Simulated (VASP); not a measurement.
Write the native input for VASP 6.6.1 that does the following.

```
Task                   : single point
Functional             : PBE
Potentials or basis    : VASP PAW PBE potentials, release 64 (Ag, Rh_pv)
Cutoff                 : 520 eV
k mesh                 : 14 × 14 × 7
Occupations            : fermi-dirac, width 0.05 eV
Spin                   : no spin polarisation
Dipole correction      : no
Further INCAR settings : ALGO = Normal; EDIFF = 1e-06; NBANDS = 20
```

The structure of AgRh lies in POSCAR:

```
AgRh
1.0
    2.7014512470      0.0000000000      0.0000000000
   -1.3507256235      2.3395254070      0.0000000000
    0.0000000000      0.0000000000      4.6767925749
Ag Rh
1 1
Direct
    0.0000000000      0.0000000000      0.5000000000
    0.6666666667      0.3333333333      0.0000000000
```

This cell differs from its parent crystal: volume scaled by 0.92.

These files were run (other wordings do the same):

INCAR

```
SYSTEM = AgRh
ALGO = Normal
EDIFF = 1E-6
ENCUT = 520
GGA = PE
ISIF = 2
ISMEAR = -1
LASPH = .TRUE.
LCHARG = .TRUE.
LELF = .TRUE.
LREAL = .FALSE.
LVHAR = .TRUE.
LWAVE = .FALSE.
NBANDS = 20
NELM = 60
PREC = Accurate
SIGMA = 0.05
```

KPOINTS

```
k-points
0
G
  14 14 7
  0 0 0
```

Potentials or basis: VASP PAW PBE potentials, release 64 (Ag, Rh_pv).

Command:

```sh
$ cat potpaw_PBE.64/Ag/POTCAR potpaw_PBE.64/Rh_pv/POTCAR > POTCAR
$ mpirun -np 1 vasp_std > vasp.out
```

It gave:

```
Pressure               : 12.8 GPa
Band gap on the k mesh : zero (band 13 reaches 11.43 eV, above the bottom of band 14 at 9.92 eV)
```

Wall time 20 s on 1 thread of Intel(R) Xeon(R) 6975P-C (Granite Rapids), on a shared host, peak memory 0.18 GiB.
